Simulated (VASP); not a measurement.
# Ge (Fd-3m) in VASP: further runs

The runs below take Ge through single point, with LDA.

Everything below comes from runs of VASP 6.6.1. Logs are shortened: lines on timing, memory, paths and dates and some standing lists are left out, and cuts for length are marked.

## 1. The cell of the first run

Symmetry: Fd-3m, No. 227, cubic system. Conventional cell: a = 5.630 Å, b = 5.630 Å, c = 5.630 Å, α = 90.00°, β = 90.00°, γ = 90.00°. Ge (site symmetry -43m) has 4 Ge at 2.44 Å within 3.2 Å.

## 2. Single point, LDA

INCAR

```
SYSTEM = Ge
ALGO = Normal
EDIFF = 1E-6
ENCUT = 520
ISIF = 2
ISMEAR = -1
LASPH = .TRUE.
LCHARG = .FALSE.
LREAL = .FALSE.
LWAVE = .FALSE.
NBANDS = 21
NELM = 80
PREC = Accurate
SIGMA = 0.05
```

KPOINTS

```
k-points
0
G
  5 5 5
  0 0 0
```

POSCAR

```
Ge
1.0
    0.0000000000      2.8147752533      2.8147752533
    2.8147752533      0.0000000000      2.8147752533
    2.8147752533      2.8147752533      0.0000000000
Ge
2
Direct
    0.5000000000      0.5000000000      0.5000000000
    0.7500000000      0.7500000000      0.7500000000
```

Potentials or basis: VASP PAW LDA potentials, release 64 (Ge_d).

The run is started by

```
cat potpaw_LDA.64/Ge_d/POTCAR > POTCAR
mpirun -np 1 vasp_std > vasp.out
```

OUTCAR:

```text
SYSTEM = Ge
   EDIFF = 1E-6
   ENCUT = 520
   ISIF = 2
   ISMEAR = -1
   LASPH = .TRUE.
   LREAL = .FALSE.
   NELM = 80
   PREC = Accurate

 ion  position               nearest neighbor table
   1  0.500  0.500  0.500-   2 2.44   2 2.44   2 2.44   2 2.44
   2  0.750  0.750  0.750-   1 2.44   1 2.44   1 2.44   1 2.44

  LATTYP: Found a face centered cubic cell.
 ALAT       =     5.6295505066

  Lattice vectors:

 A1 = (   0.0000000000,   2.8147752533,   2.8147752533)
 A2 = (   2.8147752533,   0.0000000000,   2.8147752533)
 A3 = (   2.8147752533,   2.8147752533,   0.0000000000)

Analysis of symmetry for initial positions (statically):
=====================================================================
 Subroutine PRICEL returns:
 Original cell was already a primitive cell.

 Routine SETGRP: Setting up the symmetry group for a
 face centered cubic supercell.

 Subroutine GETGRP returns: Found 48 space group operations
 (whereof 24 operations were pure point group operations)
 out of a pool of 48 trial point group operations.

The static configuration has the point symmetry T_d .
 The point group associated with its full space group is O_h .

Analysis of symmetry for dynamics (positions and initial velocities):
=====================================================================
 Subroutine PRICEL returns:
 Original cell was already a primitive cell.

 Routine SETGRP: Setting up the symmetry group for a
 face centered cubic supercell.

 Subroutine GETGRP returns: Found 48 space group operations
 (whereof 24 operations were pure point group operations)
 out of a pool of 48 trial point group operations.

The dynamic configuration has the point symmetry T_d .
 The point group associated with its full space group is O_h .

 Subroutine INISYM returns: Found 48 space group operations
 (whereof 24 operations are pure point group operations),
 and found     1 'primitive' translations

----------------------------------------------------------------------------------------

                                     Primitive cell

  volume of cell :      44.6027

  direct lattice vectors                    reciprocal lattice vectors
     0.000000000  2.814775253  2.814775253    -0.177634076  0.177634076  0.177634076
     2.814775253  0.000000000  2.814775253     0.177634076 -0.177634076  0.177634076
     2.814775253  2.814775253  0.000000000     0.177634076  0.177634076 -0.177634076

  length of vectors
     3.980693338  3.980693338  3.980693338     0.307671244  0.307671244  0.307671244

  position of ions in fractional coordinates (direct lattice)
     0.500000000  0.500000000  0.500000000
     0.750000000  0.750000000  0.750000000

  ion indices of the primitive-cell ions
   primitive index   ion index
                 1           1
                 2           2

----------------------------------------------------------------------------------------

 KPOINTS: k-points

Automatic generation of k-mesh.
 Grid dimensions read from file:
 generate k-points for:    5    5    5

 Generating k-lattice:

  Cartesian coordinates                     Fractional coordinates (reciprocal lattice)
    -0.035526815  0.035526815  0.035526815     0.200000000  0.000000000  0.000000000
     0.035526815 -0.035526815  0.035526815     0.000000000  0.200000000  0.000000000
     0.035526815  0.035526815 -0.035526815     0.000000000  0.000000000  0.200000000

  Length of vectors
     0.061534249  0.061534249  0.061534249

  Shift w.r.t. Gamma in fractional coordinates (k-lattice)
     0.000000000  0.000000000  0.000000000

 Subroutine IBZKPT returns following result:
 ===========================================

 Found     10 irreducible k-points:

 Following reciprocal coordinates:
            Coordinates               Weight
  0.000000  0.000000  0.000000      1.000000
  0.200000  0.000000  0.000000      8.000000
  0.400000  0.000000  0.000000      8.000000
  0.200000  0.200000  0.000000      6.000000
  0.400000  0.200000  0.000000     24.000000
 -0.400000  0.200000  0.000000     24.000000
 -0.200000  0.200000  0.000000     12.000000
  0.400000  0.400000  0.000000      6.000000
 -0.400000  0.400000  0.000000     12.000000
 -0.400000  0.400000  0.200000     24.000000
   k-points           NKPTS =     10   k-points in BZ     NKDIM =     10   number of bands    NBANDS=     21
   number of dos      NEDOS =    301   number of ions     NIONS =      2
   total plane-waves  NPLWV =  27000
   dimension x,y,z NGX =    30 NGY =   30 NGZ =   30
   dimension x,y,z NGXF=    60 NGYF=   60 NGZF=   60
   ions per type =               2
   NGX,Y,Z   is equivalent  to a cutoff of  12.53, 12.53, 12.53 a.u.
   NGXF,Y,Z  is equivalent  to a cutoff of  25.06, 25.06, 25.06 a.u.
 SYSTEM =  Ge
   PREC   = accura    normal or accurate (medium, high low for compatibility)
   ISTART =      0    job   : 0-new  1-cont  2-samecut
   ICHARG =      2    charge: 1-file 2-atom 10-const
   ISPIN  =      1    spin polarized calculation?
   LNONCOLLINEAR =      F non collinear calculations
   LSORBIT =      F    spin-orbit coupling
   LASPH  =      T    aspherical Exc in radial PAW
   ENCUT  =  520.0 eV  38.22 Ry    6.18 a.u.   7.40  7.40  7.40*2*pi/ulx,y,z
   NELM   =     80;   NELMIN=  2; NELMDL= -5     # of ELM steps
   EDIFF  = 0.1E-05   stopping-criterion for ELM
   LREAL  =      F    real-space projection
   EDIFFG = 0.1E-04   stopping-criterion for IOM
   NSW    =      0    number of steps for IOM
   IBRION =     -1    ionic relax: 0-MD 1-quasi-New 2-CG
   NFREE  =      0    steps in history (QN), initial steepest desc. (CG)
   ISIF   =      2    stress and relaxation
   ISYM   =      2    0-nonsym 1-usesym 2-fastsym
   POTIM  = 0.5000    time-step for ionic-motion
   TEBEG  =    0.0;   TEEND  =   0.0 temperature during run
   PSTRESS=    0.0 pullay stress
   NELECT =      28.0000    total number of electrons
   NUPDOWN=      -1.0000    fix difference up-down
   EMIN   =  10.00;   EMAX   =-10.00  energy-range for DOS
   EFERMI =   0.00;   METHOD = LEGACY
   ISMEAR =    -1;   SIGMA  =   0.05  broadening in eV -4-tet -1-fermi 0-gaus
   EFERMI_NEDOS =   21; number of points for ismear=-14 and -15
   IALGO  =     38    algorithm
   IMIX   =      4    mixing-type and parameters
     AMIX     =   0.40;   BMIX     =  1.00
     AMIX_MAG =   1.60;   BMIX_MAG =  1.00
  volume/ion in A,a.u.               =      22.30       150.50
  Fermi-wavevector in a.u.,A,eV,Ry     =   1.401760  2.648943 26.734526  1.964932
  Thomas-Fermi vector in A             =   2.524590
   LORBIT       =      0    0 simple, 1 ext, 2 COOP (PROOUT), +10 PAW based schemes
   GGA     = CA    functional components
   LHFCALC =     F    Hartree Fock is set to
   AEXX    =    0.0000 exact exchange contribution
   IVDW    =     0    specifies the selected vdW correction
   LEPSILON=     F    determine dielectric tensor
   LRPA    =     F    only Hartree local field effects (RPA)
 non-spin polarized calculation
  energy-cutoff  :      520.00
  volume of cell :       44.60
 maximum number of plane-waves:      1243
 NGX is ok and might be reduce to    30
   NGX = 15   NGY = 15   NGZ = 15

 number of electron      28.0000032 magnetization

 Free energy of the ion-electron system (eV)
  ---------------------------------------------------
  ext. energy  EPLUGINS =         0.00000000
  ---------------------------------------------------
  free energy    TOTEN  =       -10.28497164 eV

  energy without entropy =      -10.28181302  energy(sigma->0) =      -10.28339233

 E-fermi :   4.9250     XC(G=0): -10.3508

 val. band max:        4.8918505591   @ k =   0.0000   0.0000   0.0000
 cond. band min:       5.0816476044   @ k =   0.4000   0.0000   0.0000
 fundamental gap:      0.1897970453
 Fermi energy:         4.9249551703

 k-point     1 :       0.0000    0.0000    0.0000
  band No.  band energies     occupation
      1     -20.0635      2.00000
      2     -20.0635      2.00000
      3     -20.0635      2.00000
      4     -20.0260      2.00000
      5     -20.0260      2.00000
      6     -19.8069      2.00000
[... 13 lines left out ...]
     20      14.4709      0.00000
     21      14.4709      0.00000

 k-point     2 :       0.2000    0.0000    0.0000
  band No.  band energies     occupation
      1     -20.0788      2.00000
      2     -20.0788      2.00000
      3     -20.0573      2.00000
      4     -20.0029      2.00000
      5     -20.0029      2.00000
      6     -19.8282      2.00000
[... 13 lines left out ...]
     20      13.1713      0.00000
     21      13.1713      0.00000

 k-point     3 :       0.4000    0.0000    0.0000
  band No.  band energies     occupation
      1     -20.0881      2.00000
      2     -20.0881      2.00000
      3     -20.0470      2.00000
      4     -19.9842      2.00000
      5     -19.9842      2.00000
      6     -19.8413      2.00000
[... 13 lines left out ...]
     20      14.7998      0.00000
     21      14.7998      0.00000

 k-point     4 :       0.2000    0.2000    0.0000
  band No.  band energies     occupation
      1     -20.0769      2.00000
      2     -20.0769      2.00000
      3     -20.0729      2.00000
      4     -20.0027      2.00000
      5     -19.9742      2.00000
      6     -19.8743      2.00000
[... 13 lines left out ...]
     20      13.8471      0.00000
     21      15.1568      0.00000

 k-point     5 :       0.4000    0.2000    0.0000
  band No.  band energies     occupation
      1     -20.1016      2.00000
      2     -20.0889      2.00000
      3     -20.0428      2.00000
      4     -19.9756      2.00000
      5     -19.9463      2.00000
      6     -19.9013      2.00000
[... 13 lines left out ...]
     20      15.0447      0.00000
     21      16.1571      0.00000

 k-point     6 :      -0.4000    0.2000    0.0000
  band No.  band energies     occupation
      1     -20.1100      2.00000
      2     -20.0967      2.00000
      3     -20.0171      2.00000
      4     -19.9632      2.00000
      5     -19.9542      2.00000
      6     -19.8767      2.00000
[... 13 lines left out ...]
     20      14.2941      0.00000
     21      15.6603      0.00000

 k-point     7 :      -0.2000    0.2000    0.0000
  band No.  band energies     occupation
      1     -20.0943      2.00000
      2     -20.0938      2.00000
      3     -20.0353      2.00000
      4     -19.9922      2.00000
      5     -19.9679      2.00000
      6     -19.8631      2.00000
[... 13 lines left out ...]
     20      14.6652      0.00000
     21      15.2969      0.00000

 k-point     8 :       0.4000    0.4000    0.0000
  band No.  band energies     occupation
      1     -20.0957      2.00000
      2     -20.0957      2.00000
      3     -20.0431      2.00000
      4     -19.9680      2.00000
      5     -19.9427      2.00000
      6     -19.8885      2.00000
[... 13 lines left out ...]
     20      17.2245      0.00000
     21      17.3532      0.00000

 k-point     9 :      -0.4000    0.4000    0.0000
  band No.  band energies     occupation
      1     -20.1136      2.00000
      2     -20.0995      2.00000
      3     -20.0082      2.00000
      4     -19.9650      2.00000
      5     -19.9143      2.00000
      6     -19.9018      2.00000
[... 13 lines left out ...]
     20      15.3592      0.00000
     21      18.1070      0.00000

 k-point    10 :      -0.4000    0.4000    0.2000
  band No.  band energies     occupation
      1     -20.1119      2.00000
      2     -20.1066      2.00000
      3     -20.0007      2.00000
      4     -19.9460      2.00000
      5     -19.9344      2.00000
      6     -19.9106      2.00000
[... 13 lines left out ...]
     20      15.3983      0.00000
     21      18.0963      0.00000

------------------------ aborting loop because EDIFF is reached ----------------------------------------

  FORCE on cell =-STRESS in cart. coord.  units (eV):
  Direction    XX          YY          ZZ          XY          YZ          ZX
  --------------------------------------------------------------------------------------
  -------------------------------------------------------------------------------------
  Total        0.0434165      0.0434165      0.0434165      0.0000000      0.0000000      0.0000000
  in kB        1.5595682      1.5595682      1.5595682      0.0000000      0.0000000      0.0000000
  external PRESSURE =       1.5595682 kB  Pullay stress =       0.0000000 kB

 VOLUME and BASIS-vectors are now :
 -----------------------------------------------------------------------------
  energy-cutoff  :      520.00
  volume of cell :       44.60
      direct lattice vectors                 reciprocal lattice vectors
     0.000000000  2.814775253  2.814775253    -0.177634076  0.177634076  0.177634076
     2.814775253  0.000000000  2.814775253     0.177634076 -0.177634076  0.177634076
     2.814775253  2.814775253  0.000000000     0.177634076  0.177634076 -0.177634076

 POSITION                                       TOTAL-FORCE (eV/Angst)
 -----------------------------------------------------------------------------------
      2.81478      2.81478      2.81478        -0.000000     -0.000000     -0.000000
      4.22216      4.22216      4.22216         0.000000      0.000000      0.000000
 -----------------------------------------------------------------------------------
    total drift:                                0.000000     -0.000000     -0.000000

  FREE ENERGIE OF THE ION-ELECTRON SYSTEM (eV)
  ---------------------------------------------------
  free  energy   TOTEN  =       -10.2849716431 eV

  energy  without entropy=      -10.2818130222  energy(sigma->0) =      -10.28339233
```

Wall time 13 s (1 thread of Intel Xeon 8259CL, shared host); peak memory 0.14 GiB.

Results:

```
Free energy            : -10.2850 eV
Pressure               : 0.2 GPa
Band gap on the k mesh : zero (filled and empty bands touch)
```

Caveat: the k points lie up to 0.39 Å⁻¹ apart.

## 3. Single point, LDA

INCAR

```
PREC     = Accurate       # precision mode
ENCUT    = 520            # plane-wave cutoff, eV
EDIFF    = 1E-7           # SCF threshold, eV
ISMEAR   = -1             # smearing method
SIGMA    = 0.05           # smearing width, eV
LREAL    = False          # projectors in reciprocal space
LASPH    = True           # aspherical terms in the spheres
NELM     = 100            # most SCF steps
ALGO     = Normal         # electronic algorithm
ISIF     = 2              # what is computed and relaxed
LWAVE    = False          # write WAVECAR
LCHARG   = False          # write CHGCAR
GGA      = CA             # functional
NBANDS   = 21             # bands
```

KPOINTS

```
Automatic mesh
0
Gamma
  6 6 6
```

POSCAR is that of step 2.

Potentials or basis: VASP PAW LDA potentials, release 64 (Ge_d).

The run is started by

```
cat potpaw_LDA.64/Ge_d/POTCAR > POTCAR
mpirun -np 1 vasp_std > vasp.out
```

It took 20 s on 1 thread of Intel Xeon 8259CL, shared host; peak memory 0.14 GiB.

The run converged. Its results:

| Quantity | Value |
| --- | --- |
| Free energy | -10.3452 eV |
| Pressure | 0.0 GPa |
| Band gap on the k mesh | zero (filled and empty bands touch) |

Levels at points of the mesh, in eV from the Fermi level:
| k point | band 12 | band 13 | band 14 | band 15 | band 16 | band 17 |
| --- | --- | --- | --- | --- | --- | --- |
| (0.00, 0.00, 0.00) | -0.03 | -0.02 | -0.02 | -0.02 | 2.51 | 2.51 |
| (0.50, 0.00, 0.00) | -7.73 | -1.45 | -1.45 | 0.09 | 3.70 | 3.70 |
| (0.50, 0.50, 0.00) | -9.00 | -3.15 | -3.15 | 0.62 | 0.62 | 9.51 |

## 4. Single point, LDA

INCAR

```
SYSTEM = Ge
PREC     = Accurate       ! precision mode
ENCUT    = 520            ! plane-wave cutoff, eV
EDIFF    = 1E-6           ! SCF threshold, eV
ISMEAR   = -1             ! smearing method
SIGMA    = 0.05           ! smearing width, eV
LREAL    = .FALSE.        ! projectors in reciprocal space
LASPH    = .TRUE.         ! aspherical terms in the spheres
NELM     = 80             ! most SCF steps
ALGO     = Normal         ! electronic algorithm
ISIF     = 2              ! what is computed and relaxed
LWAVE    = .FALSE.        ! write WAVECAR
LCHARG   = .FALSE.        ! write CHGCAR
NBANDS   = 21             ! bands
```

KPOINTS

```
regular mesh
0
G
  8 8 8
  0 0 0
```

POSCAR is that of step 3.

The run is started by

```
cat potpaw_LDA.64/Ge_d/POTCAR > POTCAR
mpirun -np 1 vasp_std > vasp.out
```

It took 35 s on 1 thread of Intel Xeon 8259CL, shared host; peak memory 0.15 GiB.

The run converged. Its results:

| Quantity | Value |
| --- | --- |
| Free energy | -10.3807 eV |
| Pressure | -0.1 GPa |
| Band gap on the k mesh | zero (filled and empty bands touch) |

Levels at points of the mesh, in eV from the Fermi level:
| k point | band 10 | band 11 | band 12 | band 13 | band 14 | band 15 | band 16 | band 17 | band 18 | band 19 |
| --- | --- | --- | --- | --- | --- | --- | --- | --- | --- | --- |
| (0.00, 0.00, 0.00) | -24.71 | -12.94 | -0.02 | -0.02 | -0.02 | -0.02 | 2.51 | 2.51 | 2.51 | 6.23 |
| (0.50, 0.00, 0.00) | -24.68 | -10.81 | -7.72 | -1.45 | -1.45 | 0.09 | 3.71 | 3.71 | 6.96 | 10.47 |
| (0.50, 0.50, 0.00) | -24.67 | -9.00 | -9.00 | -3.15 | -3.15 | 0.63 | 0.63 | 9.52 | 9.52 | 11.57 |

## 5. Single point, LDA

INCAR

```
PREC = Accurate
ENCUT = 520
EDIFF = 1E-7
ISMEAR = -1
SIGMA = 0.05
LREAL = F
LASPH = T
NELM = 60
ALGO = Normal
ISIF = 2
LWAVE = F
LCHARG = F
GGA = CA
NBANDS = 21
```

KPOINTS

```
regular mesh
0
Gamma
  9 9 9
```

POSCAR is that of step 4.

The run is started by

```
cat potpaw_LDA.64/Ge_d/POTCAR > POTCAR
mpirun -np 1 vasp_std > vasp.out
```

Wall time 43 s (1 thread of Intel Xeon 8259CL, shared host); peak memory 0.16 GiB.

Results (log left out):

| Property | Result |
| --- | --- |
| Free energy | -10.3861 eV |
| Pressure | -0.1 GPa |
| Band gap on the k mesh | zero (filled and empty bands touch) |

Levels at points of the mesh, in eV from the Fermi level:
```
           k point  band 10  band 11  band 12  band 13  band 14  band 15  band 16  band 17  band 18  band 19
(0.00, 0.00, 0.00)   -24.71   -12.94    -0.02    -0.02    -0.02    -0.02     2.52     2.52     2.52     6.23
```

## 6. Single point, LDA

INCAR

```
SYSTEM = Ge
ALGO = Normal
EDIFF = 1E-7
ENCUT = 520
GGA = CA
ISIF = 2
ISMEAR = -1
LASPH = .TRUE.
LCHARG = .TRUE.
LELF = .TRUE.
LREAL = .FALSE.
LVHAR = .TRUE.
LWAVE = .FALSE.
NBANDS = 21
NELM = 60
PREC = Accurate
SIGMA = 0.05
```

KPOINTS

```
k-points
0
G
  10 10 10
  0 0 0
```

POSCAR is that of step 5.

Potentials or basis: VASP PAW LDA potentials, release 64 (Ge_d).

The run is started by

```
cat potpaw_LDA.64/Ge_d/POTCAR > POTCAR
mpirun -np 1 vasp_std > vasp.out
```

Run time: 62 s. Hardware: 1 thread of Intel Xeon 8259CL, shared host; peak memory 0.16 GiB.

Results (log left out):

```yaml
Free_energy: -10.3889 eV
Pressure: -0.1 GPa
Band_gap_on_the_k_mesh: zero (filled and empty bands touch)
```

Levels at points of the mesh, in eV from the Fermi level:
| k point | band 12 | band 13 | band 14 | band 15 | band 16 | band 17 |
| --- | --- | --- | --- | --- | --- | --- |
| (0.00, 0.00, 0.00) | -0.03 | -0.02 | -0.02 | -0.02 | 2.51 | 2.51 |
| (0.50, 0.00, 0.00) | -7.72 | -1.45 | -1.45 | 0.09 | 3.71 | 3.71 |
| (0.50, 0.50, 0.00) | -9.00 | -3.15 | -3.15 | 0.63 | 0.63 | 9.52 |

## 7. Overview

```tsv
k mesh	gap on the mesh (eV)	pressure (GPa)
5 × 5 × 5	none	0.2
6 × 6 × 6	none	0.0
8 × 8 × 8	none	-0.1
9 × 9 × 9	none	-0.1
10 × 10 × 10	none	-0.1
```

Alike in all rows: task single point; level LDA; potentials or basis VASP PAW LDA potentials, release 64 (Ge_d); no spin polarisation; cell as given; cutoff (eV) 520; smearing fermi-dirac 0.05 eV.

Caveats: some runs use coarse meshes.

Total energies depend on the potentials used, so only differences within one code and one set of settings carry meaning.
